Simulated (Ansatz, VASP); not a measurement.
# K: VASP beside Ansatz

```
K
1.0
    -2.63642    2.63642    2.63642
     2.63642   -2.63642    2.63642
     2.63642    2.63642   -2.63642
K
1
Direct
  0.00000 0.00000 0.00000
```

Alike in both runs: task single point; functional revPBE; k mesh 14 × 14 × 14; occupations fermi-dirac, width 0.1 eV; no spin polarisation.

|  | VASP | Ansatz |
| --- | --- | --- |
| version | VASP 6.6.1 | Ansatz 0.2.0 |
| potentials or method | VASP PAW PBE potentials, release 64 (K_sv), cutoff 520 eV | plane waves (420 eV) with PAW, scalar-relativistic |
| valence electrons in the cell | 9 | 9 |

```tsv
	VASP	Ansatz	Ansatz less VASP
pressure (GPa)	0.3	0.3	+0.01
```

VASP's potentials were made for PBE, not for revPBE. The functional is the same, so the differences come from potentials, cutoffs and numerics.
